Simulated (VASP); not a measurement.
# MoW3 (I4/mmm) in VASP: a series of runs

Runs on MoW3. Level: PBE. Tasks: single point.

Program: VASP 6.6.1. These are calculated values, not measurements. Logs are shortened: lines on timing, memory, paths and dates and some standing lists are left out, and cuts for length are marked.

## (1) The cell of the first run

Symmetry: I4/mmm, No. 139, tetragonal system. Conventional cell: a = 3.836 Å, b = 3.836 Å, c = 8.568 Å, α = 90.00°, β = 90.00°, γ = 90.00°. Mo (site symmetry 4/mmm) has 12 W at 2.71 to 2.88 Å within 3.6 Å. Within 3.6 Å of W (site symmetry 4/mmm) lie 4 Mo at 2.71 Å and 8 W at 2.88 Å. Within 3.6 Å of W (site symmetry -4m2) lie 8 W at 2.71 to 2.88 Å and 4 Mo at 2.88 Å.

## (2) Single point, PBE

INCAR reads:

```
SYSTEM = MoW3
  PREC = Accurate
  ENCUT = 520
  EDIFF = 1E-7
  ISMEAR = 0
  SIGMA = 0.1
  LREAL = .FALSE.
  LASPH = .TRUE.
  NELM = 100
  ALGO = Normal
  ISIF = 2
  LWAVE = .FALSE.
  LCHARG = .TRUE.
  GGA = PE
  LELF = .TRUE.
  LVHAR = .TRUE.
  NBANDS = 36
```

KPOINTS reads:

```
Automatic mesh
0
G
  6 6 6
  0 0 0
```

POSCAR reads:

```
MoW3
1.0
   -1.9179079376      1.9179079376      4.2841579904
    1.9179079376     -1.9179079376      4.2841579904
    1.9179079376      1.9179079376     -4.2841579904
Mo W
1 3
Direct
    0.0000000000      0.0000000000      0.0000000000
    0.5000000000      0.5000000000      0.0000000000
    0.2500000000      0.7500000000      0.5000000000
    0.7500000000      0.2500000000      0.5000000000
```

Potentials or basis: VASP PAW PBE potentials, release 64 (Mo_sv, W_sv).

The run is started by

```bash
cat potpaw_PBE.64/Mo_sv/POTCAR potpaw_PBE.64/W_sv/POTCAR > POTCAR
mpirun -np 1 vasp_std > vasp.out
```

OUTCAR:

```text
SYSTEM = MoW3
   PREC = Accurate
   ENCUT = 520
   EDIFF = 1E-7
   ISMEAR = 0
   LREAL = .FALSE.
   LASPH = .TRUE.
   NELM = 100
   ISIF = 2
   GGA = PE

 ion  position               nearest neighbor table
   1  0.000  0.000  0.000-   2 2.71   2 2.71   2 2.71   2 2.71   4 2.88   3 2.88   4 2.88   3 2.88
                             4 2.88   4 2.88   3 2.88   3 2.88
   2  0.500  0.500  0.000-   1 2.71   1 2.71   1 2.71   1 2.71   4 2.88   3 2.88   4 2.88   4 2.88
                             3 2.88   3 2.88   4 2.88   3 2.88
   3  0.250  0.750  0.500-   4 2.71   4 2.71   4 2.71   4 2.71   2 2.88   1 2.88   2 2.88   2 2.88
                             1 2.88   1 2.88   2 2.88   1 2.88
   4  0.750  0.250  0.500-   3 2.71   3 2.71   3 2.71   3 2.71   2 2.88   1 2.88   2 2.88   1 2.88
                             2 2.88   2 2.88   1 2.88   1 2.88

  LATTYP: Found a body centered tetragonal cell.
 ALAT       =     3.8358158752
 C/A-ratio  =     2.2337662337

  Lattice vectors:

 A1 = (  -1.9179079376,   1.9179079376,   4.2841579904)
 A2 = (   1.9179079376,  -1.9179079376,   4.2841579904)
 A3 = (   1.9179079376,   1.9179079376,  -4.2841579904)

Analysis of symmetry for initial positions (statically):
=====================================================================
 Subroutine PRICEL returns:
 Original cell was already a primitive cell.

 Routine SETGRP: Setting up the symmetry group for a
 body centered tetragonal supercell.

 Subroutine GETGRP returns: Found 16 space group operations
 (whereof 16 operations were pure point group operations)
 out of a pool of 16 trial point group operations.

The static configuration has the point symmetry D_4h.

Analysis of symmetry for dynamics (positions and initial velocities):
=====================================================================
 Subroutine PRICEL returns:
 Original cell was already a primitive cell.

 Routine SETGRP: Setting up the symmetry group for a
 body centered tetragonal supercell.

 Subroutine GETGRP returns: Found 16 space group operations
 (whereof 16 operations were pure point group operations)
 out of a pool of 16 trial point group operations.

The dynamic configuration has the point symmetry D_4h.

 Subroutine INISYM returns: Found 16 space group operations
 (whereof 16 operations are pure point group operations),
 and found     1 'primitive' translations

----------------------------------------------------------------------------------------

                                     Primitive cell

  volume of cell :      63.0349

  direct lattice vectors                    reciprocal lattice vectors
    -1.917907938  1.917907938  4.284157990     0.000000000  0.260700730  0.116709048
     1.917907938 -1.917907938  4.284157990     0.260700730  0.000000000  0.116709048
     1.917907938  1.917907938 -4.284157990     0.260700730  0.260700730  0.000000000

  length of vectors
     5.070577028  5.070577028  5.070577028     0.285632408  0.285632408  0.368686509

  position of ions in fractional coordinates (direct lattice)
     0.000000000  0.000000000  0.000000000
     0.500000000  0.500000000  0.000000000
     0.250000000  0.750000000  0.500000000
     0.750000000  0.250000000  0.500000000

  ion indices of the primitive-cell ions
   primitive index   ion index
                 1           1
                 2           2
                 3           3
                 4           4

----------------------------------------------------------------------------------------

 KPOINTS: Automatic mesh

Automatic generation of k-mesh.
 Grid dimensions read from file:
 generate k-points for:    6    6    6

 Generating k-lattice:

  Cartesian coordinates                     Fractional coordinates (reciprocal lattice)
     0.000000000  0.043450122  0.019451508     0.166666667  0.000000000 -0.000000000
     0.043450122  0.000000000  0.019451508     0.000000000  0.166666667 -0.000000000
     0.043450122  0.043450122  0.000000000     0.000000000  0.000000000  0.166666667

  Length of vectors
     0.047605401  0.047605401  0.061447751

  Shift w.r.t. Gamma in fractional coordinates (k-lattice)
     0.000000000  0.000000000  0.000000000

 Subroutine IBZKPT returns following result:
 ===========================================

 Found     30 irreducible k-points:

 Following reciprocal coordinates:
            Coordinates               Weight
  0.000000  0.000000  0.000000      1.000000
  0.166667  0.000000  0.000000      8.000000
  0.333333  0.000000  0.000000      8.000000
  0.500000  0.000000  0.000000      4.000000
  0.166667  0.166667  0.000000      8.000000
  0.333333  0.166667  0.000000     16.000000
[... 16 lines left out ...]
 -0.333333 -0.333333  0.166667      8.000000
 -0.166667 -0.333333  0.166667      8.000000
 [... further k-points ...]
   k-points           NKPTS =     30   k-points in BZ     NKDIM =     30   number of bands    NBANDS=     36
   number of dos      NEDOS =    301   number of ions     NIONS =      4
   total plane-waves  NPLWV =  64000
   dimension x,y,z NGX =    40 NGY =   40 NGZ =   40
   dimension x,y,z NGXF=    80 NGYF=   80 NGZF=   80
   ions per type =               1   3
   NGX,Y,Z   is equivalent  to a cutoff of  13.11, 13.11, 13.11 a.u.
   NGXF,Y,Z  is equivalent  to a cutoff of  26.23, 26.23, 26.23 a.u.
 SYSTEM =  MoW3
   PREC   = accura    normal or accurate (medium, high low for compatibility)
   ISTART =      0    job   : 0-new  1-cont  2-samecut
   ICHARG =      2    charge: 1-file 2-atom 10-const
   ISPIN  =      1    spin polarized calculation?
   LNONCOLLINEAR =      F non collinear calculations
   LSORBIT =      F    spin-orbit coupling
   LASPH  =      T    aspherical Exc in radial PAW
   ENCUT  =  520.0 eV  38.22 Ry    6.18 a.u.   9.43  9.43  9.43*2*pi/ulx,y,z
   NELM   =    100;   NELMIN=  2; NELMDL= -5     # of ELM steps
   EDIFF  = 0.1E-06   stopping-criterion for ELM
   LREAL  =      F    real-space projection
   EDIFFG = 0.1E-05   stopping-criterion for IOM
   NSW    =      0    number of steps for IOM
   IBRION =     -1    ionic relax: 0-MD 1-quasi-New 2-CG
   NFREE  =      0    steps in history (QN), initial steepest desc. (CG)
   ISIF   =      2    stress and relaxation
   ISYM   =      2    0-nonsym 1-usesym 2-fastsym
   POTIM  = 0.5000    time-step for ionic-motion
   TEBEG  =    0.0;   TEEND  =   0.0 temperature during run
   PSTRESS=    0.0 pullay stress
   NELECT =      56.0000    total number of electrons
   NUPDOWN=      -1.0000    fix difference up-down
   EMIN   =  10.00;   EMAX   =-10.00  energy-range for DOS
   EFERMI =   0.00;   METHOD = LEGACY
   ISMEAR =     0;   SIGMA  =   0.10  broadening in eV -4-tet -1-fermi 0-gaus
   EFERMI_NEDOS =   21; number of points for ismear=-14 and -15
   IALGO  =     38    algorithm
   IMIX   =      4    mixing-type and parameters
     AMIX     =   0.40;   BMIX     =  1.00
     AMIX_MAG =   1.60;   BMIX_MAG =  1.00
  volume/ion in A,a.u.               =      15.76       106.35
  Fermi-wavevector in a.u.,A,eV,Ry     =   1.573779  2.974012 33.698658  2.476781
  Thomas-Fermi vector in A             =   2.675013
   LORBIT       =      0    0 simple, 1 ext, 2 COOP (PROOUT), +10 PAW based schemes
   GGA     = PE    functional components
   LHFCALC =     F    Hartree Fock is set to
   AEXX    =    0.0000 exact exchange contribution
   IVDW    =     0    specifies the selected vdW correction
   LEPSILON=     F    determine dielectric tensor
   LRPA    =     F    only Hartree local field effects (RPA)
 non-spin polarized calculation
 Gauss-broadening in eV      SIGMA  =   0.10
  energy-cutoff  :      520.00
  volume of cell :       63.03
 maximum number of plane-waves:      1720
 NGX is ok and might be reduce to    40
   NGX = 19   NGY = 19   NGZ = 19

 number of electron      56.0000002 magnetization

 Free energy of the ion-electron system (eV)
  ---------------------------------------------------
  ext. energy  EPLUGINS =         0.00000000
  ---------------------------------------------------
  free energy    TOTEN  =       -48.11596218 eV

  energy without entropy =      -48.09020576  energy(sigma->0) =      -48.10308397

 E-fermi :  11.5230     XC(G=0): -13.5822

 val. band max:       11.5210690322   @ k =  -0.1667  -0.3333   0.1667
 cond. band min:      11.5303926295   @ k =   0.1667   0.1667   0.1667
 fundamental gap:      0.0093235973
 Fermi energy:        11.5230189312

 k-point     1 :       0.0000    0.0000    0.0000
  band No.  band energies     occupation
      1     -62.3083      2.00000
      2     -62.2147      2.00000
      3     -62.1374      2.00000
      4     -49.1605      2.00000
      5     -26.9666      2.00000
      6     -26.8646      2.00000
[... 28 lines left out ...]
     35      16.8909      0.00000
     36      16.8909      0.00000

 k-point     2 :       0.1667    0.0000    0.0000
  band No.  band energies     occupation
      1     -62.2985      2.00000
      2     -62.2154      2.00000
      3     -62.1462      2.00000
      4     -49.1607      2.00000
      5     -26.9455      2.00000
      6     -26.8211      2.00000
[... 28 lines left out ...]
     35      16.3280      0.00000
     36      16.5802      0.00000

 k-point     3 :       0.3333    0.0000    0.0000
  band No.  band energies     occupation
      1     -62.2752      2.00000
      2     -62.2143      2.00000
      3     -62.1702      2.00000
      4     -49.1612      2.00000
      5     -26.8649      2.00000
      6     -26.7372      2.00000
[... 28 lines left out ...]
     35      14.4576      0.00000
     36      14.9062      0.00000
[... 742 lines left out ...]
 k-point    23 :      -0.3333   -0.3333    0.1667
  band No.  band energies     occupation
      1     -62.2728      2.00000
      2     -62.2331      2.00000
      3     -62.1540      2.00000
      4     -49.1613      2.00000
      5     -26.9639      2.00000
      6     -26.7761      2.00000
[... 28 lines left out ...]
     35      15.9153      0.00000
     36      16.2300      0.00000

 k-point    24 :      -0.1667   -0.3333    0.1667
  band No.  band energies     occupation
      1     -62.2876      2.00000
      2     -62.2264      2.00000
      3     -62.1462      2.00000
      4     -49.1611      2.00000
      5     -26.8904      2.00000
      6     -26.8755      2.00000
[... 28 lines left out ...]
     35      15.4045      0.00000
     36      16.3191      0.00000

 [... further k-points ...]

------------------------ aborting loop because EDIFF is reached ----------------------------------------

  FORCE on cell =-STRESS in cart. coord.  units (eV):
  Direction    XX          YY          ZZ          XY          YZ          ZX
  --------------------------------------------------------------------------------------
  -------------------------------------------------------------------------------------
  Total        3.1942277      3.1942277      7.4110492      0.0000000     -0.0000000      0.0000000
  in kB       81.1886776     81.1886776    188.3689407      0.0000000     -0.0000000      0.0000000
  external PRESSURE =     116.9154320 kB  Pullay stress =       0.0000000 kB

 VOLUME and BASIS-vectors are now :
 -----------------------------------------------------------------------------
  energy-cutoff  :      520.00
  volume of cell :       63.03
      direct lattice vectors                 reciprocal lattice vectors
    -1.917907938  1.917907938  4.284157990     0.000000000  0.260700730  0.116709048
     1.917907938 -1.917907938  4.284157990     0.260700730  0.000000000  0.116709048
     1.917907938  1.917907938 -4.284157990     0.260700730  0.260700730  0.000000000

 POSITION                                       TOTAL-FORCE (eV/Angst)
 -----------------------------------------------------------------------------------
      0.00000      0.00000      0.00000        -0.000000     -0.000000     -0.000000
      0.00000      0.00000      4.28416        -0.000000     -0.000000     -0.000000
      1.91791      0.00000      2.14208         0.000000      0.000000     -0.000000
      0.00000      1.91791      2.14208         0.000000      0.000000      0.000000
 -----------------------------------------------------------------------------------
    total drift:                               -0.000000     -0.000000      0.000000

  FREE ENERGIE OF THE ION-ELECTRON SYSTEM (eV)
  ---------------------------------------------------
  free  energy   TOTEN  =       -48.1159621809 eV

  energy  without entropy=      -48.0902057589  energy(sigma->0) =      -48.10308397
```

It took 2 min on 1 thread of AMD EPYC 7R43 (Zen 3), shared host; peak memory 0.22 GiB.

What came out:

```yaml
Free_energy: -48.1160 eV
Pressure: 11.7 GPa
Band_gap_on_the_k_mesh: zero (band 28 reaches 13.14 eV, above the bottom of band 29 at 11.00 eV)
```

Stress tensor (GPa, compression positive):
```
 8.12  0.00  0.00
 0.00  8.12  0.00
 0.00  0.00 18.84
```

Levels at points of the mesh, in eV from the Fermi level:
```csv
k point,band 26,band 27,band 28,band 29,band 30,band 31
"(0.00, 0.00, 0.00)",-1.85,-0.26,-0.26,0.71,0.80,1.08
"(0.50, 0.00, 0.00)",-1.76,-0.93,-0.86,0.74,0.90,0.98
"(0.50, 0.50, 0.00)",-1.84,-0.29,-0.23,0.72,0.79,0.85
"(0.50, 0.50, 0.50)",-1.15,1.62,1.62,1.99,1.99,3.71
```

Caveat: the k points lie up to 0.39 Å⁻¹ apart; spin-orbit coupling is left out, which moves the levels of the heavy elements.

## (3) Single point, PBE

This run uses another cell than the first one, of 16.41 Å³/atom, 1.041 times its volume.

INCAR reads:

```
ALGO     = Normal         # electronic algorithm
EDIFF    = 1E-6           # SCF threshold, eV
ENCUT    = 520            # plane-wave cutoff, eV
GGA      = PE             # functional
ISIF     = 2              # what is computed and relaxed
ISMEAR   = 0              # smearing method
LASPH    = T              # aspherical terms in the spheres
LCHARG   = F              # write CHGCAR
LREAL    = F              # projectors in reciprocal space
LWAVE    = F              # write WAVECAR
NBANDS   = 36             # bands
NELM     = 100            # most SCF steps
PREC     = Accurate       # precision mode
SIGMA    = 0.1            # smearing width, eV
```

KPOINTS reads:

```
k-points
0
Gamma
  18 18 18
```

POSCAR reads:

```
MoW3
1.0
   -1.8919155433      1.8919155433      4.5845284581
    1.8919155433     -1.8919155433      4.5845284581
    1.8919155433      1.8919155433     -4.5845284581
Mo W
1 3
Direct
    0.0000000000      0.0000000000      0.0000000000
    0.5000000000      0.5000000000      0.0000000000
    0.2500000000      0.7500000000      0.5000000000
    0.7500000000      0.2500000000      0.5000000000
```

Potentials or basis: VASP PAW PBE potentials, release 64 (Mo_sv, W_sv).

The run is started by

```bash
cat potpaw_PBE.64/Mo_sv/POTCAR potpaw_PBE.64/W_sv/POTCAR > POTCAR
mpirun -np 1 vasp_std > vasp.out
```

Run time: 32 min. Hardware: 1 thread of AMD EPYC 7R43 (Zen 3), shared host; peak memory 0.93 GiB.

It converged, with:

```
Free energy            : -48.3175 eV
Pressure               : 0.5 GPa
Band gap on the k mesh : zero (band 28 reaches 13.01 eV, above the bottom of band 29 at 10.38 eV)
```

Stress tensor (GPa, compression positive):
```
0.53 0.00 0.00
0.00 0.53 0.00
0.00 0.00 0.30
```

Levels at points of the mesh, in eV from the Fermi level:
```csv
k point,band 26,band 27,band 28,band 29,band 30,band 31
"(0.00, 0.00, 0.00)",-2.29,-0.28,0.14,0.14,0.56,0.56
"(0.50, 0.00, 0.00)",-1.61,-1.00,-0.91,0.44,0.48,0.67
"(0.50, 0.50, 0.00)",-2.02,0.05,0.19,0.47,0.62,0.79
"(0.50, 0.50, 0.50)",-1.79,1.69,1.69,2.11,2.11,3.26
```

Caveat: spin-orbit coupling is left out, which moves the levels of the heavy elements.
